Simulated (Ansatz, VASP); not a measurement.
**Two plane-wave programs on ZnS**

```
CELL_PARAMETERS angstrom
0.00000 2.54323 2.69410
2.54323 0.00000 2.69410
2.54323 2.54323 0.00000
ATOMIC_POSITIONS crystal
Zn 0.25000 0.25000 0.25000
S 0.00000 0.00000 0.00000
```

Change from the starting cell: biaxial_xy strain -5.6%.

Alike in both runs: task single point; functional PBE; k mesh 8 × 8 × 8; occupations fermi-dirac, width 0.02 eV; no spin polarisation.

|  | VASP | Ansatz |
| --- | --- | --- |
| version | VASP 6.6.1 | Ansatz 0.2.0 |
| potentials or method | VASP PAW PBE potentials, release 64 (Zn, S) | plane waves, PAW |
| plane-wave cutoff (eV) | 520 | 420 |
| valence electrons in the cell | 18 | 18 |

Ansatz gave:

* gap on the k mesh at the Fermi level (eV): 2.57
* pressure (GPa): 13.9
* traceless stress, the component that is largest in VASP (GPa): -1.49

Question: Estimate VASP's values.

Answer: gap on the k mesh at the Fermi level (eV): 2.59; pressure (GPa): 14.1; traceless stress, the component that is largest in VASP (GPa): -1.48.
